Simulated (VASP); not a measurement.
# Zr (P6_3/mmc) in VASP: a series of runs

Zr is run at these levels: PBE; tasks: single point.

Program: VASP 6.6.1. These are calculated values, not measurements. Logs are shortened: lines on timing, memory, paths and dates and some standing lists are left out, and cuts for length are marked.

## Step 1: The cell of the first run

Symmetry: P6_3/mmc, No. 194, hexagonal system. The conventional cell has a = 3.231 Å, b = 3.231 Å, c = 5.175 Å, α = 90.00°, β = 90.00°, γ = 120.00°. Zr (site symmetry -6m2) has 12 Zr at 3.19 to 3.23 Å within 4.2 Å.

## Step 2: Single point, PBE

Input file INCAR:

```
SYSTEM = Zr
ALGO = Normal
EDIFF = 1E-6
ENCUT = 520
GGA = PE
ISIF = 2
ISMEAR = -1
LASPH = .TRUE.
LCHARG = .TRUE.
LELF = .TRUE.
LREAL = .FALSE.
LVHAR = .TRUE.
LWAVE = .FALSE.
NBANDS = 19
NELM = 60
PREC = Accurate
SIGMA = 0.08
```

Input file KPOINTS:

```
k-points
0
G
  15 15 8
  0 0 0
```

Input file POSCAR:

```
Zr
1.0
    1.6155496483     -2.7982140730      0.0000000000
    1.6155496482      2.7982140730      0.0000000000
    0.0000000000      0.0000000000      5.1751358152
Zr
2
Direct
    0.6666666670      0.3333333330      0.2500000000
    0.3333333330      0.6666666670      0.7500000000
```

Potentials or basis: VASP PAW PBE potentials, release 64 (Zr_sv).

Launch:

```
> cat potpaw_PBE.64/Zr_sv/POTCAR > POTCAR
> mpirun -np 1 vasp_std > vasp.out
```

OUTCAR:

```text
SYSTEM = Zr
   EDIFF = 1E-6
   ENCUT = 520
   GGA = PE
   ISIF = 2
   ISMEAR = -1
   LASPH = .TRUE.
   LREAL = .FALSE.
   NELM = 60
   PREC = Accurate

 ion  position               nearest neighbor table
   1  0.667  0.333  0.250-   2 3.19   2 3.19   2 3.19   2 3.19   2 3.19   2 3.19
   2  0.333  0.667  0.750-   1 3.19   1 3.19   1 3.19   1 3.19   1 3.19   1 3.19

  LATTYP: Found a hexagonal cell.
 ALAT       =     3.2310992966
 C/A-ratio  =     1.6016641211

  Lattice vectors:

 A1 = (   1.6155496483,  -2.7982140730,   0.0000000000)
 A2 = (   1.6155496482,   2.7982140730,   0.0000000000)
 A3 = (   0.0000000000,   0.0000000000,   5.1751358152)

Analysis of symmetry for initial positions (statically):
=====================================================================
 Subroutine PRICEL returns:
 Original cell was already a primitive cell.

 Routine SETGRP: Setting up the symmetry group for a
 hexagonal supercell.

 Subroutine GETGRP returns: Found 24 space group operations
 (whereof 12 operations were pure point group operations)
 out of a pool of 24 trial point group operations.

The static configuration has the point symmetry D_3d.
 The point group associated with its full space group is D_6h.

Analysis of symmetry for dynamics (positions and initial velocities):
=====================================================================
 Subroutine PRICEL returns:
 Original cell was already a primitive cell.

 Routine SETGRP: Setting up the symmetry group for a
 hexagonal supercell.

 Subroutine GETGRP returns: Found 24 space group operations
 (whereof 12 operations were pure point group operations)
 out of a pool of 24 trial point group operations.

The dynamic configuration has the point symmetry D_3d.
 The point group associated with its full space group is D_6h.

 Subroutine INISYM returns: Found 24 space group operations
 (whereof 12 operations are pure point group operations),
 and found     1 'primitive' translations

----------------------------------------------------------------------------------------

                                     Primitive cell

  volume of cell :      46.7900

  direct lattice vectors                    reciprocal lattice vectors
     1.615549648 -2.798214073  0.000000000     0.309492191 -0.178685400  0.000000000
     1.615549648  2.798214073  0.000000000     0.309492191  0.178685400  0.000000000
     0.000000000  0.000000000  5.175135815     0.000000000  0.000000000  0.193231644

  length of vectors
     3.231099297  3.231099297  5.175135815     0.357370799  0.357370799  0.193231644

  position of ions in fractional coordinates (direct lattice)
     0.666666667  0.333333333  0.250000000
     0.333333333  0.666666667  0.750000000

  ion indices of the primitive-cell ions
   primitive index   ion index
                 1           1
                 2           2

----------------------------------------------------------------------------------------

 KPOINTS: k-points

Automatic generation of k-mesh.
 Grid dimensions read from file:
 generate k-points for:   15   15    8

 Generating k-lattice:

  Cartesian coordinates                     Fractional coordinates (reciprocal lattice)
     0.020632813 -0.011912360  0.000000000     0.066666667 -0.000000000  0.000000000
     0.020632813  0.011912360  0.000000000    -0.000000000  0.066666667  0.000000000
     0.000000000  0.000000000  0.024153955     0.000000000  0.000000000  0.125000000

  Length of vectors
     0.023824720  0.023824720  0.024153955

  Shift w.r.t. Gamma in fractional coordinates (k-lattice)
     0.000000000  0.000000000  0.000000000

 Subroutine IBZKPT returns following result:
 ===========================================

 Found    135 irreducible k-points:

 Following reciprocal coordinates:
            Coordinates               Weight
  0.000000  0.000000  0.000000      1.000000
  0.066667 -0.000000  0.000000      6.000000
  0.133333 -0.000000  0.000000      6.000000
  0.200000 -0.000000  0.000000      6.000000
  0.266667 -0.000000  0.000000      6.000000
  0.333333 -0.000000  0.000000      6.000000
[... 16 lines left out ...]
  0.333333  0.200000  0.000000     12.000000
  0.400000  0.200000  0.000000      6.000000
 [... further k-points ...]
   k-points           NKPTS =    135   k-points in BZ     NKDIM =    135   number of bands    NBANDS=     19
   number of dos      NEDOS =    301   number of ions     NIONS =      2
   total plane-waves  NPLWV =  23040
   dimension x,y,z NGX =    24 NGY =   24 NGZ =   40
   dimension x,y,z NGXF=    48 NGYF=   48 NGZF=   80
   ions per type =               2
   NGX,Y,Z   is equivalent  to a cutoff of  12.35, 12.35, 12.85 a.u.
   NGXF,Y,Z  is equivalent  to a cutoff of  24.70, 24.70, 25.70 a.u.
 SYSTEM =  Zr
   PREC   = accura    normal or accurate (medium, high low for compatibility)
   ISTART =      0    job   : 0-new  1-cont  2-samecut
   ICHARG =      2    charge: 1-file 2-atom 10-const
   ISPIN  =      1    spin polarized calculation?
   LNONCOLLINEAR =      F non collinear calculations
   LSORBIT =      F    spin-orbit coupling
   LASPH  =      T    aspherical Exc in radial PAW
   ENCUT  =  520.0 eV  38.22 Ry    6.18 a.u.   6.01  6.01  9.62*2*pi/ulx,y,z
   NELM   =     60;   NELMIN=  2; NELMDL= -5     # of ELM steps
   EDIFF  = 0.1E-05   stopping-criterion for ELM
   LREAL  =      F    real-space projection
   EDIFFG = 0.1E-04   stopping-criterion for IOM
   NSW    =      0    number of steps for IOM
   IBRION =     -1    ionic relax: 0-MD 1-quasi-New 2-CG
   NFREE  =      0    steps in history (QN), initial steepest desc. (CG)
   ISIF   =      2    stress and relaxation
   ISYM   =      2    0-nonsym 1-usesym 2-fastsym
   POTIM  = 0.5000    time-step for ionic-motion
   TEBEG  =    0.0;   TEEND  =   0.0 temperature during run
   PSTRESS=    0.0 pullay stress
   NELECT =      24.0000    total number of electrons
   NUPDOWN=      -1.0000    fix difference up-down
   EMIN   =  10.00;   EMAX   =-10.00  energy-range for DOS
   EFERMI =   0.00;   METHOD = LEGACY
   ISMEAR =    -1;   SIGMA  =   0.08  broadening in eV -4-tet -1-fermi 0-gaus
   EFERMI_NEDOS =   21; number of points for ismear=-14 and -15
   IALGO  =     38    algorithm
   IMIX   =      4    mixing-type and parameters
     AMIX     =   0.40;   BMIX     =  1.00
     AMIX_MAG =   1.60;   BMIX_MAG =  1.00
  volume/ion in A,a.u.               =      23.39       157.88
  Fermi-wavevector in a.u.,A,eV,Ry     =   1.310472  2.476432 23.365769  1.717336
  Thomas-Fermi vector in A             =   2.440999
   LORBIT       =      0    0 simple, 1 ext, 2 COOP (PROOUT), +10 PAW based schemes
   GGA     = PE    functional components
   LHFCALC =     F    Hartree Fock is set to
   AEXX    =    0.0000 exact exchange contribution
   IVDW    =     0    specifies the selected vdW correction
   LEPSILON=     F    determine dielectric tensor
   LRPA    =     F    only Hartree local field effects (RPA)
 non-spin polarized calculation
  energy-cutoff  :      520.00
  volume of cell :       46.79
 maximum number of plane-waves:      1290
   NGX = 13   NGY = 13   NGZ = 19

 number of electron      24.0000001 magnetization

 Free energy of the ion-electron system (eV)
  ---------------------------------------------------
  ext. energy  EPLUGINS =         0.00000000
  ---------------------------------------------------
  free energy    TOTEN  =       -17.06263814 eV

  energy without entropy =      -17.01875099  energy(sigma->0) =      -17.04069457

 E-fermi :   8.9280     XC(G=0): -11.0597

 val. band max:        8.9037396597   @ k =   0.3333   0.3333   0.5000
 cond. band min:       8.9326660487   @ k =   0.2667   0.2000   0.3750
 fundamental gap:      0.0289263889
 Fermi energy:         8.9280396930

 k-point     1 :       0.0000    0.0000    0.0000
  band No.  band energies     occupation
      1     -39.9041      2.00000
      2     -39.7560      2.00000
      3     -18.4118      2.00000
      4     -17.5570      2.00000
      5     -17.5570      2.00000
      6     -17.4319      2.00000
[... 11 lines left out ...]
     18      11.1083      0.00000
     19      13.3575      0.00000

 k-point     2 :       0.0667   -0.0000    0.0000
  band No.  band energies     occupation
      1     -39.8991      2.00000
      2     -39.7538      2.00000
      3     -18.3984      2.00000
      4     -17.5872      2.00000
      5     -17.5669      2.00000
      6     -17.4531      2.00000
[... 11 lines left out ...]
     18      10.9979      0.00000
     19      13.4381      0.00000

 k-point     3 :       0.1333   -0.0000    0.0000
  band No.  band energies     occupation
      1     -39.8847      2.00000
      2     -39.7478      2.00000
      3     -18.3593      2.00000
      4     -17.6726      2.00000
      5     -17.5940      2.00000
      6     -17.5403      2.00000
[... 11 lines left out ...]
     18      10.9145      0.00000
     19      13.6234      0.00000

 k-point     4 :       0.2000   -0.0000    0.0000
  band No.  band energies     occupation
      1     -39.8629      2.00000
      2     -39.7395      2.00000
      3     -18.2982      2.00000
      4     -17.7983      2.00000
      5     -17.6648      2.00000
      6     -17.6326      2.00000
[... 11 lines left out ...]
     18      11.4240      0.00000
     19      13.8222      0.00000

 k-point     5 :       0.2667   -0.0000    0.0000
  band No.  band energies     occupation
      1     -39.8368      2.00000
      2     -39.7310      2.00000
      3     -18.2205      2.00000
      4     -17.9421      2.00000
      5     -17.8024      2.00000
      6     -17.6753      2.00000
[... 11 lines left out ...]
     18      12.0853      0.00000
     19      13.9832      0.00000
[... 334 lines left out ...]
      2     -39.7232      2.00000
      3     -18.1122      2.00000
      4     -18.0056      2.00000
      5     -17.9855      2.00000
      6     -17.7272      2.00000
[... 11 lines left out ...]
     18      13.5642      0.00000
     19      13.7986      0.00000

 k-point    22 :       0.2667    0.2000    0.0000
  band No.  band energies     occupation
      1     -39.7806      2.00000
      2     -39.7211      2.00000
      3     -18.0956      2.00000
      4     -18.0308      2.00000
      5     -18.0175      2.00000
      6     -17.7957      2.00000
[... 11 lines left out ...]
     18      13.7676      0.00000
     19      14.4274      0.00000

 k-point    23 :       0.3333    0.2000    0.0000
  band No.  band energies     occupation
      1     -39.7624      2.00000
      2     -39.7225      2.00000
      3     -18.1564      2.00000
      4     -18.0220      2.00000
      5     -17.9568      2.00000
      6     -17.8609      2.00000
[... 11 lines left out ...]
     18      13.7449      0.00000
     19      15.1129      0.00000

 k-point    24 :       0.4000    0.2000    0.0000
  band No.  band energies     occupation
      1     -39.7546      2.00000
      2     -39.7245      2.00000
      3     -18.1776      2.00000
      4     -18.0170      2.00000
      5     -17.9209      2.00000
      6     -17.8910      2.00000
[... 11 lines left out ...]
     18      13.7364      0.00000
     19      15.3216      0.00000

 [... further k-points ...]
[... 5 lines left out ...]
  --------------------------------------------------------------------------------------
  -------------------------------------------------------------------------------------
  Total        0.0056856      0.0056856      0.0058523     -0.0000000      0.0000000     -0.0000000
  in kB        0.1946858      0.1946858      0.2003922     -0.0000000      0.0000000     -0.0000000
  external PRESSURE =       0.1965879 kB  Pullay stress =       0.0000000 kB

 VOLUME and BASIS-vectors are now :
 -----------------------------------------------------------------------------
  energy-cutoff  :      520.00
  volume of cell :       46.79
      direct lattice vectors                 reciprocal lattice vectors
     1.615549648 -2.798214073  0.000000000     0.309492191 -0.178685400  0.000000000
     1.615549648  2.798214073  0.000000000     0.309492191  0.178685400  0.000000000
     0.000000000  0.000000000  5.175135815     0.000000000  0.000000000  0.193231644

 POSITION                                       TOTAL-FORCE (eV/Angst)
 -----------------------------------------------------------------------------------
      1.61555     -0.93274      1.29378        -0.000000     -0.000000      0.000000
      1.61555      0.93274      3.88135         0.000000      0.000000      0.000000
 -----------------------------------------------------------------------------------
    total drift:                               -0.000000      0.000001     -0.000000

  FREE ENERGIE OF THE ION-ELECTRON SYSTEM (eV)
  ---------------------------------------------------
  free  energy   TOTEN  =       -17.0626381425 eV

  energy  without entropy=      -17.0187509905  energy(sigma->0) =      -17.04069457
```

Run time: 37 s. Hardware: 1 thread of AMD EPYC 9R45 (Zen 5), shared host; peak memory 0.2 GiB.

Results:

```yaml
Free_energy: -17.0626 eV
Pressure: 0.0 GPa
Band_gap_on_the_k_mesh: zero (band 12 reaches 9.81 eV, above the bottom of band 13 at 8.63 eV)
```

## Step 3: Single point, PBE

Input file INCAR:

```
SYSTEM = Zr
PREC = Accurate ; ENCUT = 520
EDIFF = 1E-6 ; ISMEAR = 0
SIGMA = 0.005 ; LREAL = .FALSE.
LASPH = .TRUE. ; NELM = 100
ALGO = Normal ; ISIF = 2
LWAVE = .FALSE. ; LCHARG = .TRUE.
GGA = PE ; LELF = .TRUE.
LVHAR = .TRUE. ; NBANDS = 19
```

Input file KPOINTS:

```
regular mesh
0
G
  15 15 8
  0 0 0
```

POSCAR is that of step 2.

Potentials or basis: VASP PAW PBE potentials, release 64 (Zr_sv).

Launch:

```
> cat potpaw_PBE.64/Zr_sv/POTCAR > POTCAR
> mpirun -np 1 vasp_std > vasp.out
```

Wall time 38 s (1 thread of AMD EPYC 9R45 (Zen 5), shared host); peak memory 0.2 GiB.

The run converged. Its results:

```
Free energy            : -17.0412 eV
Pressure               : 0.0 GPa
Band gap on the k mesh : zero (band 12 reaches 9.81 eV, above the bottom of band 13 at 8.63 eV)
```

Stress tensor (GPa, compression positive):
```
 0.04  0.00  0.00
 0.00  0.04  0.00
 0.00  0.00 -0.10
```

Levels at points of the mesh, in eV from the Fermi level:
```
           k point  band 10  band 11  band 12  band 13  band 14  band 15
(0.00, 0.00, 0.00)    -3.06     0.84     0.84     0.93     1.07     1.51
(0.00, 0.00, 0.50)    -3.99    -0.02    -0.02     0.75     0.75     0.75
```
